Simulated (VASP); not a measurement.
# Ba2SnF6 (Fm-3m) in VASP: notebook, part 2 of 2

VASP 6.6.1. Earlier steps stand in the parts before.

## Step 3: Relaxation of cell and atoms, PBE

This run uses another cell than the first one, of 18.28 Å³/atom, 0.997 times its volume.

Input file INCAR:

```
  ALGO = Normal
  EDIFF = 1E-6
  EDIFFG = -0.01
  ENCUT = 600
  GGA = PE
  IBRION = 2
  ISIF = 3
  ISMEAR = 0
  LASPH = True
  LCHARG = False
  LREAL = False
  LWAVE = False
  NELM = 100
  NSW = 100
  PREC = Accurate
  SIGMA = 0.02
```

Input file KPOINTS:

```
k-points
0
Gamma
  6 6 6
```

Input file POSCAR:

```
Ba2SnF6
1.0
    0.0000000000      4.3494028483      4.3494028483
    4.3494028483      0.0000000000      4.3494028483
    4.3494028483      4.3494028483      0.0000000000
Ba Sn F
2 1 6
Direct
    0.2500000000      0.2500000000      0.2500000000
    0.7500000000      0.7500000000      0.7500000000
    0.0000000000      0.0000000000      0.0000000000
    0.7383529483      0.2616470517      0.2616470517
    0.2616470517      0.7383529483      0.2616470517
    0.2616470517      0.7383529483      0.7383529483
    0.7383529483      0.2616470517      0.7383529483
    0.2616470517      0.2616470517      0.7383529483
    0.7383529483      0.7383529483      0.2616470517
```

Potentials or basis: VASP PAW PBE potentials, release 64 (Ba_sv, Sn_d, F).

Run with:

```console
> cat potpaw_PBE.64/Ba_sv/POTCAR potpaw_PBE.64/Sn_d/POTCAR potpaw_PBE.64/F/POTCAR > POTCAR
> mpirun -np 1 vasp_std > vasp.out
```

OUTCAR:

```text
EDIFF = 1E-6
   EDIFFG = -0.01
   ENCUT = 600
   GGA = PE
   IBRION = 2
   ISIF = 3
   ISMEAR = 0
   LASPH = True
   LREAL = False
   NELM = 100
   NSW = 100
   PREC = Accurate

 ion  position               nearest neighbor table
   1  0.250  0.250  0.250-   4 3.08   5 3.08   8 3.08   6 3.08   7 3.08   8 3.08   5 3.08   6 3.08
                             9 3.08   4 3.08   7 3.08   9 3.08   3 3.77   3 3.77   3 3.77   3 3.77
   2  0.750  0.750  0.750-   5 3.08   6 3.08   8 3.08   4 3.08   7 3.08   8 3.08   4 3.08   5 3.08
                             9 3.08   6 3.08   7 3.08   9 3.08   3 3.77   3 3.77   3 3.77   3 3.77
   3  0.000  0.000  0.000-   4 2.28   5 2.28   6 2.28   7 2.28   8 2.28   9 2.28   1 3.77   2 3.77
                             2 3.77   2 3.77   2 3.77   1 3.77   1 3.77   1 3.77
   4  0.738  0.262  0.262-   3 2.28   1 3.08   1 3.08   2 3.08   2 3.08
   5  0.262  0.738  0.262-   3 2.28   1 3.08   1 3.08   2 3.08   2 3.08
   6  0.262  0.738  0.738-   3 2.28   1 3.08   2 3.08   1 3.08   2 3.08
   7  0.738  0.262  0.738-   3 2.28   1 3.08   2 3.08   1 3.08   2 3.08
   8  0.262  0.262  0.738-   3 2.28   1 3.08   1 3.08   2 3.08   2 3.08
   9  0.738  0.738  0.262-   3 2.28   1 3.08   2 3.08   1 3.08   2 3.08
[... 200 lines left out ...]
  in kB        2.9320122      2.9320122      2.9320122      0.0000000      0.0000000      0.0000000
  external PRESSURE =       2.9320122 kB  Pullay stress =       0.0000000 kB
[... 159 lines left out ...]
--------------------------------------- Ionic step        5  -------------------------------------------

 number of electron      76.0000026 magnetization

 Free energy of the ion-electron system (eV)
  ---------------------------------------------------
  ext. energy  EPLUGINS =         0.00000000
  ---------------------------------------------------
  free energy    TOTEN  =       -45.33980690 eV

  energy without entropy =      -45.33980690  energy(sigma->0) =      -45.33980690

 E-fermi :   3.0611     XC(G=0):  -9.2260

 val. band max:        2.9153733441   @ k =  -0.3333   0.5000   0.1667
 cond. band min:       5.2182990813   @ k =   0.0000   0.0000   0.0000
 fundamental gap:      2.3029257372
 Fermi energy:         3.0611488358

 k-point     1 :       0.0000    0.0000    0.0000
  band No.  band energies     occupation
      1     -25.3848      2.00000
      2     -25.3107      2.00000
      3     -20.1714      2.00000
      4     -20.0375      2.00000
      5     -20.0375      2.00000
      6     -19.9244      2.00000
[... 793 lines left out ...]
  FREE ENERGIE OF THE ION-ELECTRON SYSTEM (eV)
  ---------------------------------------------------
  free  energy   TOTEN  =       -45.3398069046 eV

  energy  without entropy=      -45.3398069046  energy(sigma->0) =      -45.33980690

 reached required accuracy - stopping structural energy minimisation
```

OSZICAR:

```text
N       E                     dE             d eps       ncg     rms          rms(c)
DAV:   1     0.981623868833E+03    0.98162E+03   -0.40711E+04  1471   0.205E+03
DAV:   2     0.890213749698E+02   -0.89260E+03   -0.86464E+03  1684   0.557E+02
DAV:   3    -0.425549498894E+02   -0.13158E+03   -0.12901E+03  1629   0.195E+02
[... 36 lines left out ...]
DAV:   1    -0.453401239933E+02   -0.40028E-03   -0.53993E-02  1565   0.145E+00    0.150E-01
DAV:   2    -0.453398502514E+02    0.27374E-03   -0.22811E-03  1616   0.266E-01    0.358E-02
DAV:   3    -0.453398181965E+02    0.32055E-04   -0.99600E-05  2063   0.980E-02    0.157E-02
DAV:   4    -0.453398078992E+02    0.10297E-04   -0.38614E-05  2049   0.702E-02    0.602E-03
DAV:   5    -0.453398069046E+02    0.99455E-06   -0.74974E-06  1870   0.175E-02
   5 F= -.45339807E+02 E0= -.45339807E+02  d E =-.241133E-03
```

Wall time 28 min (1 thread of AMD EPYC, shared host); peak memory 0.4 GiB.

What came out:

* Free energy: -45.3398 eV
* Relaxed volume: 18.40 Å³/atom
* Relaxed cell: a = 6.164 Å, b = 6.164 Å, c = 6.164 Å, α = 60.00°, β = 60.00°, γ = 60.00°
* Space group after relaxing (to 0.05 Å): Fm-3m (No. 225)
* Energy gained by relaxing: 0.1 meV/atom
* Ionic steps: 5
* Pressure after relaxing: 0.0 GPa
* Largest force after relaxing: 0.009 eV/Å
* Band gap on the k mesh: 2.30 eV, indirect (least direct gap 2.92 eV)

Forces in eV/Å, atoms in the order of the input:
```
Ba   0.000  0.000  0.000
Ba   0.000  0.000  0.000
Sn   0.000  0.000  0.000
F   -0.009  0.000  0.000
F    0.000 -0.009  0.000
F    0.009  0.000  0.000
F    0.000  0.009  0.000
F    0.000  0.000 -0.009
F    0.000  0.000  0.009
```

The path:
| step | energy change (eV) | largest force (eV/Å) | pressure (GPa) | volume (Å³) |
| --- | --- | --- | --- | --- |
| 1 | 0.0000 | 0.0094 | 0.29 | 164.56 |
| 2 | -0.0008 | 0.0261 | 0.01 | 165.36 |
| 3 | -0.0008 | 0.0252 | 0.01 | 165.34 |
| 4 | -0.0009 | 0.0169 | 0.00 | 165.48 |
| 5 | -0.0010 | 0.0093 | -0.01 | 165.60 |

Final structure:
```
CELL_PARAMETERS angstrom
0.00000 4.35852 4.35852
4.35852 0.00000 4.35852
4.35852 4.35852 0.00000
ATOMIC_POSITIONS crystal
Ba 0.25000 0.25000 0.25000
Ba 0.75000 0.75000 0.75000
Sn 0.00000 0.00000 0.00000
F 0.73855 0.26145 0.26145
F 0.26145 0.73855 0.26145
F 0.26145 0.73855 0.73855
F 0.73855 0.26145 0.73855
F 0.26145 0.26145 0.73855
F 0.73855 0.73855 0.26145
```

Caveat: spin-orbit coupling is left out, which moves the levels of the heavy elements. A k mesh can miss the band edges.
